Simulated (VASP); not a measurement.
# Ti in VASP: notebook

The runs below take Ti through single point, with PBE.

Everything below comes from runs of VASP 6.6.1. Logs are shortened: lines on timing, memory, paths and dates and some standing lists are left out, and cuts for length are marked.

**1. The cell of the first run**

The structure is hexagonal, space group P6_3/mmc (No. 194). The conventional cell has a = 2.950 Å, b = 2.950 Å, c = 4.680 Å, α = 90.00°, β = 90.00°, γ = 120.00°. Within 3.8 Å of Ti (site symmetry -6m2) lie 12 Ti at 2.89 to 2.95 Å.

**2. Single point, PBE**

The input, INCAR:

```
SYSTEM = Ti
PREC = Accurate ; ENCUT = 520
EDIFF = 1E-7 ; ISMEAR = 1
SIGMA = 0.15 ; LREAL = .False.
LASPH = .True. ; NELM = 80
ALGO = Normal ; ISIF = 2
LWAVE = .False. ; LCHARG = .True.
GGA = PE ; LELF = .True.
LVHAR = .True. ; NBANDS = 19
```

The input, KPOINTS:

```
Automatic mesh
0
Gamma
  11 11 6
  0 0 0
```

The input, POSCAR:

```
Ti
1.0
    2.9500000000      0.0000000000      0.0000000000
   -1.4750000000      2.5547750000      0.0000000000
    0.0000000000      0.0000000000      4.6800000000
Ti
2
Direct
    0.3333333333      0.6666666667      0.2500000000
    0.6666666667      0.3333333333      0.7500000000
```

Potentials or basis: VASP PAW PBE potentials, release 64 (Ti_sv).

Run with:

```
$ cat potpaw_PBE.64/Ti_sv/POTCAR > POTCAR
$ mpirun -np 1 vasp_std > vasp.out
```

OUTCAR:

```text
SYSTEM = Ti
   PREC = Accurate
   ENCUT = 520
   EDIFF = 1E-7
   ISMEAR = 1
   LREAL = .False.
   LASPH = .True.
   NELM = 80
   ISIF = 2
   GGA = PE

 ion  position               nearest neighbor table
   1  0.333  0.667  0.250-   2 2.89   2 2.89   2 2.89   2 2.89   2 2.89   2 2.89
   2  0.667  0.333  0.750-   1 2.89   1 2.89   1 2.89   1 2.89   1 2.89   1 2.89

  LATTYP: Found a hexagonal cell.
 ALAT       =     2.9500000000
 C/A-ratio  =     1.5864406780

  Lattice vectors:

 A1 = (   2.9500000000,   0.0000000000,   0.0000000000)
 A2 = (  -1.4750000000,   2.5547750000,   0.0000000000)
 A3 = (   0.0000000000,   0.0000000000,   4.6800000000)

Analysis of symmetry for initial positions (statically):
=====================================================================
 Subroutine PRICEL returns:
 Original cell was already a primitive cell.

 Routine SETGRP: Setting up the symmetry group for a
 hexagonal supercell.

 Subroutine GETGRP returns: Found 24 space group operations
 (whereof 12 operations were pure point group operations)
 out of a pool of 24 trial point group operations.

The static configuration has the point symmetry D_3d.
 The point group associated with its full space group is D_6h.

Analysis of symmetry for dynamics (positions and initial velocities):
=====================================================================
 Subroutine PRICEL returns:
 Original cell was already a primitive cell.

 Routine SETGRP: Setting up the symmetry group for a
 hexagonal supercell.

 Subroutine GETGRP returns: Found 24 space group operations
 (whereof 12 operations were pure point group operations)
 out of a pool of 24 trial point group operations.

The dynamic configuration has the point symmetry D_3d.
 The point group associated with its full space group is D_6h.

 Subroutine INISYM returns: Found 24 space group operations
 (whereof 12 operations are pure point group operations),
 and found     1 'primitive' translations

----------------------------------------------------------------------------------------

                                     Primitive cell

  volume of cell :      35.2712

  direct lattice vectors                    reciprocal lattice vectors
     2.950000000  0.000000000  0.000000000     0.338983051  0.195711951  0.000000000
    -1.475000000  2.554775000  0.000000000     0.000000000  0.391423902  0.000000000
     0.000000000  0.000000000  4.680000000     0.000000000  0.000000000  0.213675214

  length of vectors
[... 82 lines left out ...]
   EDIFF  = 0.1E-06   stopping-criterion for ELM
   LREAL  =      F    real-space projection
   EDIFFG = 0.1E-05   stopping-criterion for IOM
   NSW    =      0    number of steps for IOM
   IBRION =     -1    ionic relax: 0-MD 1-quasi-New 2-CG
   NFREE  =      0    steps in history (QN), initial steepest desc. (CG)
   ISIF   =      2    stress and relaxation
   ISYM   =      2    0-nonsym 1-usesym 2-fastsym
   POTIM  = 0.5000    time-step for ionic-motion
   TEBEG  =    0.0;   TEEND  =   0.0 temperature during run
   PSTRESS=    0.0 pullay stress
   NELECT =      24.0000    total number of electrons
   NUPDOWN=      -1.0000    fix difference up-down
   EMIN   =  10.00;   EMAX   =-10.00  energy-range for DOS
   EFERMI =   0.00;   METHOD = LEGACY
   ISMEAR =     1;   SIGMA  =   0.15  broadening in eV -4-tet -1-fermi 0-gaus
   EFERMI_NEDOS =   21; number of points for ismear=-14 and -15
   IALGO  =     38    algorithm
   IMIX   =      4    mixing-type and parameters
     AMIX     =   0.40;   BMIX     =  1.00
     AMIX_MAG =   1.60;   BMIX_MAG =  1.00
  volume/ion in A,a.u.               =      17.64       119.01
  Fermi-wavevector in a.u.,A,eV,Ry     =   1.439920  2.721054 28.209911  2.073370
  Thomas-Fermi vector in A             =   2.558722
   LORBIT       =      0    0 simple, 1 ext, 2 COOP (PROOUT), +10 PAW based schemes
   GGA     = PE    functional components
   LHFCALC =     F    Hartree Fock is set to
   AEXX    =    0.0000 exact exchange contribution
   IVDW    =     0    specifies the selected vdW correction
   LEPSILON=     F    determine dielectric tensor
   LRPA    =     F    only Hartree local field effects (RPA)
 non-spin polarized calculation
 Methfessel and Paxton  Order N= 1 SIGMA  =   0.15
  energy-cutoff  :      520.00
  volume of cell :       35.27
 maximum number of plane-waves:       971
 NGX is ok and might be reduce to    24
   NGX = 11   NGY = 11   NGZ = 17

 number of electron      24.0000002 magnetization

 Free energy of the ion-electron system (eV)
  ---------------------------------------------------
  ext. energy  EPLUGINS =         0.00000000
  ---------------------------------------------------
  free energy    TOTEN  =       -15.66615043 eV

  energy without entropy =      -15.66589479  energy(sigma->0) =      -15.66606522

 E-fermi :   8.1876     XC(G=0): -11.4261

 val. band max:        8.1792312636   @ k =   0.0909   0.0000   0.1667
 cond. band min:       8.2044249924   @ k =   0.0909   0.0909   0.0000
 fundamental gap:      0.0251937288
 Fermi energy:         8.1875961007

 k-point     1 :       0.0000    0.0000    0.0000
  band No.  band energies     occupation
      1     -48.7146      2.00000
      2     -48.5869      2.00000
      3     -25.2850      2.00000
      4     -24.6699      2.00000
      5     -24.6699      2.00000
      6     -24.6139      2.00000
[... 505 lines left out ...]
      6     -24.7312      2.00000
[... 11 lines left out ...]
     18      10.4281     -0.00000
     19      11.4417      0.00000

 [... further k-points ...]

------------------------ aborting loop because EDIFF is reached ----------------------------------------

  FORCE on cell =-STRESS in cart. coord.  units (eV):
  Direction    XX          YY          ZZ          XY          YZ          ZX
  --------------------------------------------------------------------------------------
  -------------------------------------------------------------------------------------
  Total       -0.3735279     -0.3735279     -0.4088668      0.0000000      0.0000000      0.0000000
  in kB      -16.9673133    -16.9673141    -18.5725673      0.0000000      0.0000000      0.0000000
  external PRESSURE =     -17.5023982 kB  Pullay stress =       0.0000000 kB

 VOLUME and BASIS-vectors are now :
 -----------------------------------------------------------------------------
  energy-cutoff  :      520.00
  volume of cell :       35.27
      direct lattice vectors                 reciprocal lattice vectors
     2.950000000  0.000000000  0.000000000     0.338983051  0.195711951  0.000000000
    -1.475000000  2.554775000  0.000000000     0.000000000  0.391423902  0.000000000
     0.000000000  0.000000000  4.680000000     0.000000000  0.000000000  0.213675214

 POSITION                                       TOTAL-FORCE (eV/Angst)
 -----------------------------------------------------------------------------------
     -0.00000      1.70318      1.17000         0.000000     -0.000000      0.000000
      1.47500      0.85159      3.51000        -0.000000      0.000000      0.000000
 -----------------------------------------------------------------------------------
    total drift:                               -0.000000      0.000000     -0.000000

  FREE ENERGIE OF THE ION-ELECTRON SYSTEM (eV)
  ---------------------------------------------------
  free  energy   TOTEN  =       -15.6661504279 eV

  energy  without entropy=      -15.6658947922  energy(sigma->0) =      -15.66606522
```

OSZICAR:

```text
N       E                     dE             d eps       ncg     rms          rms(c)
DAV:   1     0.264036631264E+03    0.26404E+03   -0.13092E+04  2448   0.157E+03
DAV:   2     0.127580015317E+02   -0.25128E+03   -0.24720E+03  2513   0.441E+02
DAV:   3    -0.164189357817E+02   -0.29177E+02   -0.28839E+02  4481   0.124E+02
DAV:   4    -0.177435144934E+02   -0.13246E+01   -0.13219E+01  2786   0.271E+01
DAV:   5    -0.178049446244E+02   -0.61430E-01   -0.61425E-01  3630   0.422E+00    0.117E+01
DAV:   6    -0.156658660519E+02    0.21391E+01   -0.78221E+00  2821   0.279E+01    0.289E+00
DAV:   7    -0.156488358736E+02    0.17030E-01   -0.69706E-01  3658   0.605E+00    0.206E+00
DAV:   8    -0.156737721539E+02   -0.24936E-01   -0.19728E-01  2693   0.511E+00    0.683E-01
DAV:   9    -0.156657665372E+02    0.80056E-02   -0.45723E-02  2778   0.213E+00    0.686E-02
DAV:  10    -0.156660954962E+02   -0.32896E-03   -0.28214E-03  3504   0.314E-01    0.810E-02
DAV:  11    -0.156661604898E+02   -0.64994E-04   -0.15072E-04  2847   0.842E-02    0.329E-02
DAV:  12    -0.156661482505E+02    0.12239E-04   -0.38511E-05  2980   0.469E-02    0.681E-03
DAV:  13    -0.156661495348E+02   -0.12844E-05   -0.10463E-06  2786   0.985E-03    0.486E-04
DAV:  14    -0.156661501664E+02   -0.63155E-06   -0.14605E-07  1981   0.225E-03    0.936E-04
DAV:  15    -0.156661504161E+02   -0.24970E-06   -0.39078E-08  1301   0.163E-03    0.577E-05
DAV:  16    -0.156661504279E+02   -0.11809E-07   -0.99623E-09  1270   0.792E-04
   1 F= -.15666150E+02 E0= -.15666065E+02  d E =-.255636E-03
```

stdout:

```text
POSCAR found type information on POSCAR Ti
 POSCAR found :  1 types and       2 ions
 scaLAPACK will be used
 LDA part: xc-table for (Slater+PW92), standard interpolation
 POSCAR, INCAR and KPOINTS ok, starting setup
 FFT: planning ... GRIDC
 FFT: planning ... GRID_SOFT
 FFT: planning ... GRID
 WAVECAR not read
 entering main loop
```

It took 26 s on 1 thread of AMD EPYC 9R45 (Zen 5), shared host; peak memory 0.14 GiB.

Results:

```
Free energy            : -15.6662 eV
Pressure               : -1.8 GPa
Band gap on the k mesh : zero (band 12 reaches 8.94 eV, above the bottom of band 13 at 7.93 eV)
```

Levels at points of the mesh, in eV from the Fermi level:
```tsv
k point	band 9	band 10	band 11	band 12	band 13	band 14	band 15	band 16
(0.00, 0.00, 0.00)	-6.19	-2.67	0.70	0.75	0.75	0.85	1.24	1.24
(0.00, 0.00, 0.50)	-4.35	-4.35	0.06	0.06	0.66	0.66	0.66	0.66
```

(Part 1 of 3 ends here.)
